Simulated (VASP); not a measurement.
# Co (P6_3/mmc) in VASP: a series of runs

The runs below take Co through single point, with PBE, BLYP.

Everything below comes from runs of VASP 6.6.1. Logs are shortened: lines on timing, memory, paths and dates and some standing lists are left out, and cuts for length are marked.

### Step 1. The cell of the first run

The structure is hexagonal, space group P6_3/mmc (No. 194). The conventional cell has a = 2.472 Å, b = 2.472 Å, c = 4.021 Å, α = 90.00°, β = 90.00°, γ = 120.00°. Co (site symmetry -6m2) has 12 Co at 2.47 Å within 3.3 Å.

### Step 2. Single point, PBE, collinear spin, ferromagnetic start

The input, INCAR:

```
PREC = Accurate
ENCUT = 520
EDIFF = 1E-7
ISMEAR = 0
SIGMA = 0.025
LREAL = F
LASPH = T
NELM = 150
ALGO = Fast
ISIF = 2
LWAVE = F
LCHARG = F
ISPIN = 2
MAGMOM = 2 2
LORBIT = 11
LMAXMIX = 4
GGA = PE
NBANDS = 20
```

The input, KPOINTS:

```
regular mesh
0
Gamma
  12 12 7
```

The input, POSCAR:

```
Co
1.0
    2.4719999032      0.0000000000      0.0000000000
   -1.2359999516      2.1408147143      0.0000000000
    0.0000000000      0.0000000000      4.0211440800
Co
2
Direct
    0.6666666667      0.3333333333      0.7500000000
    0.3333333333      0.6666666667      0.2500000000
```

Potentials or basis: VASP PAW PBE potentials, release 64 (Co).

Command:

```sh
$ cat potpaw_PBE.64/Co/POTCAR > POTCAR
$ mpirun -np 1 vasp_std > vasp.out
```

OUTCAR:

```text
PREC = Accurate
   ENCUT = 520
   EDIFF = 1E-7
   ISMEAR = 0
   LREAL = F
   LASPH = T
   NELM = 150
   ISIF = 2
   ISPIN = 2
   LORBIT = 11
   GGA = PE

 ion  position               nearest neighbor table
   1  0.667  0.333  0.750-   2 2.47   2 2.47   2 2.47   2 2.47   2 2.47   2 2.47
   2  0.333  0.667  0.250-   1 2.47   1 2.47   1 2.47   1 2.47   1 2.47   1 2.47

  LATTYP: Found a hexagonal cell.
 ALAT       =     2.4719999032
 C/A-ratio  =     1.6266764715

  Lattice vectors:

 A1 = (   2.4719999032,   0.0000000000,   0.0000000000)
 A2 = (  -1.2359999516,   2.1408147143,   0.0000000000)
 A3 = (   0.0000000000,   0.0000000000,   4.0211440800)

Analysis of symmetry for initial positions (statically):
=====================================================================
 Subroutine PRICEL returns:
 Original cell was already a primitive cell.

 Routine SETGRP: Setting up the symmetry group for a
 hexagonal supercell.

 Subroutine GETGRP returns: Found 24 space group operations
 (whereof 12 operations were pure point group operations)
 out of a pool of 24 trial point group operations.

The static configuration has the point symmetry D_3d.
 The point group associated with its full space group is D_6h.

Analysis of symmetry for dynamics (positions and initial velocities):
=====================================================================
 Subroutine PRICEL returns:
 Original cell was already a primitive cell.

 Routine SETGRP: Setting up the symmetry group for a
 hexagonal supercell.

 Subroutine GETGRP returns: Found 24 space group operations
 (whereof 12 operations were pure point group operations)
 out of a pool of 24 trial point group operations.

The dynamic configuration has the point symmetry D_3d.
 The point group associated with its full space group is D_6h.

Analysis of structural, dynamic, and magnetic symmetry:
=====================================================================
 Subroutine PRICEL returns:
 Original cell was already a primitive cell.

 Routine SETGRP: Setting up the symmetry group for a
 hexagonal supercell.

 Subroutine GETGRP returns: Found 24 space group operations
 (whereof 12 operations were pure point group operations)
 out of a pool of 24 trial point group operations.

The overall configuration has the point symmetry D_3d.
 The point group associated with its full space group is D_6h.

[... 110 lines left out ...]
   NUPDOWN=      -1.0000    fix difference up-down
   EMIN   =  10.00;   EMAX   =-10.00  energy-range for DOS
   EFERMI =   0.00;   METHOD = LEGACY
   ISMEAR =     0;   SIGMA  =   0.03  broadening in eV -4-tet -1-fermi 0-gaus
   EFERMI_NEDOS =   21; number of points for ismear=-14 and -15
   IALGO  =     68    algorithm
   IMIX   =      4    mixing-type and parameters
     AMIX     =   0.40;   BMIX     =  1.00
     AMIX_MAG =   1.60;   BMIX_MAG =  1.00
  volume/ion in A,a.u.               =      10.64        71.80
  Fermi-wavevector in a.u.,A,eV,Ry     =   1.548246  2.925761 32.614055  2.397065
  Thomas-Fermi vector in A             =   2.653224
   LORBIT       =     11    0 simple, 1 ext, 2 COOP (PROOUT), +10 PAW based schemes
   GGA     = PE    functional components
   LHFCALC =     F    Hartree Fock is set to
   AEXX    =    0.0000 exact exchange contribution
   IVDW    =     0    specifies the selected vdW correction
   LEPSILON=     F    determine dielectric tensor
   LRPA    =     F    only Hartree local field effects (RPA)
 spin polarized calculation
 RMM-DIIS sequential band-by-band and
 Gauss-broadening in eV      SIGMA  =   0.03
  energy-cutoff  :      520.00
  volume of cell :       21.28
 maximum number of plane-waves:       585
   NGX =  9   NGY =  9   NGZ = 15

 number of electron      17.9999990 magnetization       3.2068786

 Free energy of the ion-electron system (eV)
  ---------------------------------------------------
  ext. energy  EPLUGINS =         0.00000000
  ---------------------------------------------------
  free energy    TOTEN  =       -14.06102257 eV

  energy without entropy =      -14.06037716  energy(sigma->0) =      -14.06069987

 E-fermi :  10.5198     XC(G=0): -13.5189

 val. band max:       10.5083733945   @ k =   0.0000   0.0000   0.1429
 cond. band min:      10.5246381342   @ k =   0.2500   0.0000   0.0000
 fundamental gap:      0.0162647397
 Fermi energy:        10.5198111857

 spin component 1

 k-point     1 :       0.0000    0.0000    0.0000
  band No.  band energies     occupation
      1       1.5099      1.00000
      2       5.3046      1.00000
      3       7.8629      1.00000
      4       7.9175      1.00000
      5       7.9175      1.00000
      6       8.2325      1.00000
[... 541 lines left out ...]
     19      34.0057      0.00000
     20      35.6391      0.00000

 [... further k-points ...]

 spin component 2

 k-point     1 :       0.0000    0.0000    0.0000
  band No.  band energies     occupation
      1       1.5121      1.00000
      2       6.2454      1.00000
      3       9.4872      1.00000
      4       9.5514      1.00000
      5       9.5514      1.00000
      6       9.9196      1.00000
[... 541 lines left out ...]
     19      34.3303      0.00000
     20      35.9765      0.00000

 [... further k-points ...]
[... 5 lines left out ...]
  --------------------------------------------------------------------------------------
  -------------------------------------------------------------------------------------
  Total        0.6681940      0.6681940      0.2422151      0.0000000     -0.0000000     -0.0000000
  in kB       50.3078771     50.3078771     18.2362152      0.0000000     -0.0000000     -0.0000000
  external PRESSURE =      39.6173232 kB  Pullay stress =       0.0000000 kB

 VOLUME and BASIS-vectors are now :
 -----------------------------------------------------------------------------
  energy-cutoff  :      520.00
  volume of cell :       21.28
      direct lattice vectors                 reciprocal lattice vectors
     2.471999903  0.000000000  0.000000000     0.404530760  0.233555943  0.000000000
    -1.235999952  2.140814714  0.000000000     0.000000000  0.467111887  0.000000000
     0.000000000  0.000000000  4.021144080     0.000000000  0.000000000  0.248685444

 POSITION                                       TOTAL-FORCE (eV/Angst)
 -----------------------------------------------------------------------------------
      1.23600      0.71360      3.01586         0.000000     -0.000000      0.000000
     -0.00000      1.42721      1.00529        -0.000000      0.000000      0.000000
 -----------------------------------------------------------------------------------
    total drift:                                0.000000     -0.000000     -0.000000

  FREE ENERGIE OF THE ION-ELECTRON SYSTEM (eV)
  ---------------------------------------------------
  free  energy   TOTEN  =       -14.0610225702 eV

  energy  without entropy=      -14.0603771627  energy(sigma->0) =      -14.06069987

 total charge

# of ion       s       p       d       tot
------------------------------------------
    1        0.497   0.538   7.276   8.312
    2        0.497   0.538   7.276   8.312
--------------------------------------------------
tot          0.994   1.077  14.553  16.623

 magnetization (x)

# of ion       s       p       d       tot
------------------------------------------
    1       -0.015  -0.053   1.687   1.619
    2       -0.015  -0.053   1.687   1.619
--------------------------------------------------
tot         -0.029  -0.107   3.374   3.238
```

OSZICAR:

```text
N       E                     dE             d eps       ncg     rms          rms(c)
DAV:   1     0.845400482307E+02    0.84540E+02   -0.82339E+03  6464   0.124E+03
DAV:   2    -0.114879079124E+02   -0.96028E+02   -0.86504E+02  6152   0.217E+02
DAV:   3    -0.160421866039E+02   -0.45543E+01   -0.43576E+01  6924   0.566E+01
DAV:   4    -0.161109564470E+02   -0.68770E-01   -0.68720E-01  7452   0.616E+00
DAV:   5    -0.161129900780E+02   -0.20336E-02   -0.20335E-02  7168   0.101E+00    0.152E+01
RMM:   6    -0.144482517722E+02    0.16647E+01   -0.68166E+00  7248   0.279E+01    0.707E+00
RMM:   7    -0.141092258599E+02    0.33903E+00   -0.73852E-01  7178   0.975E+00    0.422E+00
RMM:   8    -0.140746537870E+02    0.34572E-01   -0.24547E-02  8175   0.103E+00    0.181E+00
RMM:   9    -0.140614781824E+02    0.13176E-01   -0.81844E-03  8637   0.480E-01    0.456E-01
RMM:  10    -0.140610279004E+02    0.45028E-03   -0.13314E-03  8106   0.322E-01    0.142E-01
RMM:  11    -0.140610129581E+02    0.14942E-04   -0.52179E-04  9234   0.135E-01    0.495E-02
RMM:  12    -0.140610224274E+02   -0.94693E-05   -0.85181E-05  8979   0.524E-02    0.354E-02
RMM:  13    -0.140610257194E+02   -0.32921E-05   -0.14815E-05  8373   0.398E-02    0.170E-02
RMM:  14    -0.140610227241E+02    0.29953E-05   -0.74069E-06  8485   0.217E-02    0.400E-03
RMM:  15    -0.140610225546E+02    0.16953E-06   -0.34106E-06  9448   0.879E-03    0.141E-03
RMM:  16    -0.140610225702E+02   -0.15616E-07   -0.20755E-07  5947   0.294E-03
   1 F= -.14061023E+02 E0= -.14060700E+02  d E =-.645408E-03  mag=     3.2069
```

stdout:

```text
POSCAR found type information on POSCAR Co
 POSCAR found :  1 types and       2 ions
 scaLAPACK will be used
 LDA part: xc-table for (Slater+PW92), standard interpolation
 POSCAR, INCAR and KPOINTS ok, starting setup
 FFT: planning ... GRIDC
 FFT: planning ... GRID_SOFT
 FFT: planning ... GRID
 WAVECAR not read
 entering main loop
WARNING in EDDRMM: call to ZHEGV failed, returncode =   6  3     20
WARNING in EDDRMM: call to ZHEGV failed, returncode =   8  4     20
WARNING in EDDRMM: call to ZHEGV failed, returncode =   8  4     20
 num prob  num prob WARNING in EDDRMM: call to ZHEGV failed, returncode =   8  4     19
WARNING in EDDRMM: call to ZHEGV failed, returncode =   8  4     19
```

Run time: 55 s. Hardware: 1 thread of Intel Xeon Platinum 8488C (Sapphire Rapids), shared host; peak memory 0.16 GiB.

What came out:

| Property | Result |
| --- | --- |
| Free energy | -14.0610 eV |
| Pressure | 4.0 GPa |
| Net moment | 3.21 μB per cell |
| Site moments | Co +1.62 μB |
| Valence electrons inside the program's atomic spheres | Co 8.31 |

Stress tensor (GPa, compression positive):
```
5.03 0.00 0.00
0.00 5.03 0.00
0.00 0.00 1.82
```

Levels at points of the mesh, in eV from the Fermi level:
Spin up:
```tsv
k point	band 8	band 9	band 10	band 11	band 12	band 13	band 14	band 15
(0.00, 0.00, 0.00)	-1.90	-1.90	-0.79	-0.79	-0.14	6.45	22.23	25.04
(0.50, 0.00, 0.00)	-0.64	-0.57	-0.49	1.38	3.45	9.82	10.49	12.90
```
Spin down:
```
           k point  band 4  band 5  band 6  band 7  band 8  band 9  band 10  band 11
(0.00, 0.00, 0.00)   -0.97   -0.97   -0.60   -0.60   -0.20   -0.15    -0.15     1.08
(0.50, 0.00, 0.00)   -1.84   -1.11   -1.07   -0.64    1.24    1.34     1.40     2.62
```

### Step 3. Single point, BLYP, collinear spin, ferromagnetic start

This run uses another cell than the first one, of 11.36 Å³/atom, 1.068 times its volume.

The input, INCAR:

```
AGGAC = 1.0 ; AGGAX = 1.0
ALDAC = 0.0 ; ALDAX = 1.0
ALGO = Normal ; EDIFF = 1E-6
ENCUT = 520 ; GGA = B5
ISIF = 2 ; ISMEAR = -1
ISPIN = 2 ; LASPH = T
LCHARG = F ; LMAXMIX = 4
LORBIT = 11 ; LREAL = F
LWAVE = F ; MAGMOM = 2 2
NBANDS = 20 ; NELM = 150
PREC = Accurate ; SIGMA = 0.05
```

The input, KPOINTS:

```
k-points
0
Gamma
  12 12 7
```

The input, POSCAR:

```
Co
1.0
    2.5358182538      0.0000000000      0.0000000000
   -1.2679091269      2.1960830272      0.0000000000
    0.0000000000      0.0000000000      4.0803377947
Co
2
Direct
    0.6666666667      0.3333333333      0.7500000000
    0.3333333333      0.6666666667      0.2500000000
```

Potentials or basis: VASP PAW PBE potentials, release 64 (Co).

Command:

```sh
$ cat potpaw_PBE.64/Co/POTCAR > POTCAR
$ mpirun -np 1 vasp_std > vasp.out
```

OUTCAR:

```text
EDIFF = 1E-6
   ENCUT = 520
   GGA = B5
   ISIF = 2
   ISMEAR = -1
   ISPIN = 2
   LASPH = T
   LORBIT = 11
   LREAL = F
   NELM = 150
   PREC = Accurate

 ion  position               nearest neighbor table
   1  0.667  0.333  0.750-   2 2.51   2 2.51   2 2.51   2 2.51   2 2.51   2 2.51
   2  0.333  0.667  0.250-   1 2.51   1 2.51   1 2.51   1 2.51   1 2.51   1 2.51

  LATTYP: Found a hexagonal cell.
 ALAT       =     2.5358182538
 C/A-ratio  =     1.6090813246

  Lattice vectors:

 A1 = (   2.5358182538,   0.0000000000,   0.0000000000)
 A2 = (  -1.2679091269,   2.1960830272,   0.0000000000)
 A3 = (   0.0000000000,   0.0000000000,   4.0803377947)

Analysis of symmetry for initial positions (statically):
=====================================================================
 Subroutine PRICEL returns:
 Original cell was already a primitive cell.

 Routine SETGRP: Setting up the symmetry group for a
 hexagonal supercell.

 Subroutine GETGRP returns: Found 24 space group operations
 (whereof 12 operations were pure point group operations)
 out of a pool of 24 trial point group operations.

The static configuration has the point symmetry D_3d.
 The point group associated with its full space group is D_6h.

Analysis of symmetry for dynamics (positions and initial velocities):
=====================================================================
 Subroutine PRICEL returns:
 Original cell was already a primitive cell.

 Routine SETGRP: Setting up the symmetry group for a
 hexagonal supercell.

 Subroutine GETGRP returns: Found 24 space group operations
 (whereof 12 operations were pure point group operations)
 out of a pool of 24 trial point group operations.

The dynamic configuration has the point symmetry D_3d.
 The point group associated with its full space group is D_6h.

Analysis of structural, dynamic, and magnetic symmetry:
=====================================================================
 Subroutine PRICEL returns:
 Original cell was already a primitive cell.

[... 143 lines left out ...]
 NGX is ok and might be reduce to    20
   NGX =  9   NGY =  9   NGZ = 15

 number of electron      18.0000006 magnetization       3.2501291

 Free energy of the ion-electron system (eV)
  ---------------------------------------------------
  ext. energy  EPLUGINS =         0.00000000
  ---------------------------------------------------
  free energy    TOTEN  =       -12.13006687 eV

  energy without entropy =      -12.11376130  energy(sigma->0) =      -12.12191409

 E-fermi :  10.0746     XC(G=0): -12.5401

 val. band max:       10.0701772655   @ k =   0.2500  -0.0000   0.2857
 cond. band min:      10.0848780519   @ k =   0.2500  -0.0000   0.4286
 fundamental gap:      0.0147007864
 Fermi energy:        10.0745518510

 spin component 1

 k-point     1 :       0.0000    0.0000    0.0000
  band No.  band energies     occupation
      1       1.5904      1.00000
      2       5.2202      1.00000
      3       7.5827      1.00000
      4       7.5827      1.00000
      5       7.5839      1.00000
      6       7.8746      1.00000
[... 541 lines left out ...]
     19      32.9559      0.00000
     20      33.9971      0.00000

 [... further k-points ...]

 spin component 2

 k-point     1 :       0.0000    0.0000    0.0000
  band No.  band energies     occupation
      1       1.6265      1.00000
      2       6.1746      1.00000
      3       9.1872      1.00000
      4       9.1895      1.00000
      5       9.1895      1.00000
      6       9.5316      0.99998
[... 541 lines left out ...]
     19      32.9197      0.00000
     20      34.3548      0.00000

 [... further k-points ...]
[... 5 lines left out ...]
  --------------------------------------------------------------------------------------
  -------------------------------------------------------------------------------------
  Total       -0.0213566     -0.0213566     -0.0331619      0.0000000      0.0000000      0.0000000
  in kB       -1.5058452     -1.5058452     -2.3382278      0.0000000      0.0000000      0.0000000
  external PRESSURE =      -1.7833061 kB  Pullay stress =       0.0000000 kB

 VOLUME and BASIS-vectors are now :
 -----------------------------------------------------------------------------
  energy-cutoff  :      520.00
  volume of cell :       22.72
      direct lattice vectors                 reciprocal lattice vectors
     2.535818254  0.000000000  0.000000000     0.394350028  0.227678095  0.000000000
    -1.267909127  2.196083027  0.000000000     0.000000000  0.455356190  0.000000000
     0.000000000  0.000000000  4.080337795     0.000000000  0.000000000  0.245077749

 POSITION                                       TOTAL-FORCE (eV/Angst)
 -----------------------------------------------------------------------------------
      1.26791      0.73203      3.06025         0.000000      0.000000      0.000000
     -0.00000      1.46406      1.02008        -0.000000      0.000000      0.000000
 -----------------------------------------------------------------------------------
    total drift:                               -0.000000     -0.000000     -0.000000

  FREE ENERGIE OF THE ION-ELECTRON SYSTEM (eV)
  ---------------------------------------------------
  free  energy   TOTEN  =       -12.1300668740 eV

  energy  without entropy=      -12.1137612976  energy(sigma->0) =      -12.12191409

 total charge

# of ion       s       p       d       tot
------------------------------------------
    1        0.467   0.465   7.286   8.219
    2        0.467   0.465   7.286   8.219
--------------------------------------------------
tot          0.935   0.930  14.573  16.437

 magnetization (x)

# of ion       s       p       d       tot
------------------------------------------
    1       -0.014  -0.047   1.707   1.647
    2       -0.014  -0.047   1.707   1.647
--------------------------------------------------
tot         -0.027  -0.093   3.415   3.295
```

OSZICAR:

```text
N       E                     dE             d eps       ncg     rms          rms(c)
DAV:   1     0.857804295849E+02    0.85780E+02   -0.82445E+03  6488   0.121E+03
DAV:   2    -0.944961485519E+01   -0.95230E+02   -0.85844E+02  6184   0.214E+02
DAV:   3    -0.138667736128E+02   -0.44172E+01   -0.42275E+01  6892   0.556E+01
DAV:   4    -0.139383330540E+02   -0.71559E-01   -0.71506E-01  7760   0.617E+00
DAV:   5    -0.139401121701E+02   -0.17791E-02   -0.17790E-02  7024   0.890E-01    0.133E+01
DAV:   6    -0.126070970095E+02    0.13330E+01   -0.72132E+00  6964   0.532E+01    0.694E+00
DAV:   7    -0.121578985440E+02    0.44920E+00   -0.12171E+00  6992   0.204E+01    0.348E+00
DAV:   8    -0.121432836636E+02    0.14615E-01   -0.13113E-02  8024   0.921E-01    0.153E+00
DAV:   9    -0.121308153894E+02    0.12468E-01   -0.24050E-03  9712   0.849E-01    0.415E-01
DAV:  10    -0.121301210831E+02    0.69431E-03   -0.40127E-04  8012   0.225E-01    0.115E-01
DAV:  11    -0.121300665544E+02    0.54529E-04   -0.45069E-05  8460   0.936E-02    0.281E-02
DAV:  12    -0.121300668740E+02   -0.31957E-06   -0.55129E-06  6684   0.229E-02
   1 F= -.12130067E+02 E0= -.12121914E+02  d E =-.163056E-01  mag=     3.2496
```

stdout:

```text
POSCAR found type information on POSCAR Co
 POSCAR found :  1 types and       2 ions
 scaLAPACK will be used
 -----------------------------------------------------------------------------
|                                                                             |
|                                                                             |
|     You enforced a specific xc type in the INCAR file but a different       |
|     I HOPE YOU KNOW WHAT YOU ARE DOING!                                     |
|                                                                             |
 -----------------------------------------------------------------------------

 LDA part: xc-table for (Slater(with rela. corr.)+VWN5), standard interpolation
 POSCAR, INCAR and KPOINTS ok, starting setup
 FFT: planning ... GRIDC
 FFT: planning ... GRID_SOFT
 FFT: planning ... GRID
 WAVECAR not read
 entering main loop
```

It took 51 s on 1 thread of Intel Xeon Platinum 8488C (Sapphire Rapids), shared host; peak memory 0.17 GiB.

Results:

```yaml
Free_energy: -12.1301 eV
Pressure: -0.2 GPa
Net_moment: 3.25 μB per cell
Site_moments: Co +1.65 μB
Valence_electrons_inside_the_program's_atomic_spheres: Co 8.22
```

Stress tensor (GPa, compression positive):
```
-0.15  0.00  0.00
 0.00 -0.15  0.00
 0.00  0.00 -0.23
```

Caveat: the PAW data sets were made with another functional, which shifts forces and pressure a little.
